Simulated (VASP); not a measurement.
Input of a VASP 6.6.1 run:

Contents of INCAR:

```
PREC = Accurate
ENCUT = 520
EDIFF = 1E-7
ISMEAR = 0
SIGMA = 0.02
LREAL = False
LASPH = True
NELM = 80
ALGO = Normal
ISIF = 2
LWAVE = False
LCHARG = True
GGA = PE
LELF = True
LVHAR = True
NBANDS = 28
```

File KPOINTS:

```
Automatic mesh
0
Gamma
  8 8 6
```

File POSCAR:

```
PbS
1.0
    4.0708756608      0.0000000000      0.0000000000
    0.0000000000      4.0708756608      0.0000000000
    0.0000000000      0.0000000000      5.7583273331
Pb S
2 2
Direct
    0.5000000000      0.0000000000      0.7511864110
    0.0000000000      0.5000000000      0.2488135890
    0.5000000000      0.0000000000      0.2529707185
    0.0000000000      0.5000000000      0.7470292815
```

Potentials or basis: VASP PAW PBE potentials, release 64 (Pb_d, S).

Launch:

```sh
$ cat potpaw_PBE.64/Pb_d/POTCAR potpaw_PBE.64/S/POTCAR > POTCAR
$ mpirun -np 1 vasp_std > vasp.out
```

Q: Estimate the band gap on the k mesh.

A: 0.09 eV.

Q: Predict the pressure.

A: 8.8 GPa.

Q: What does it give for the largest force?

A: 0.009 eV/Å.

Forces on the atoms (eV/Å):
```
Pb   0.000  0.000 -0.009
Pb   0.000  0.000  0.009
S    0.000  0.000 -0.005
S    0.000  0.000  0.005
```

Caveat: spin-orbit coupling is left out, which moves the levels of the heavy elements. A k mesh can miss the band edges.
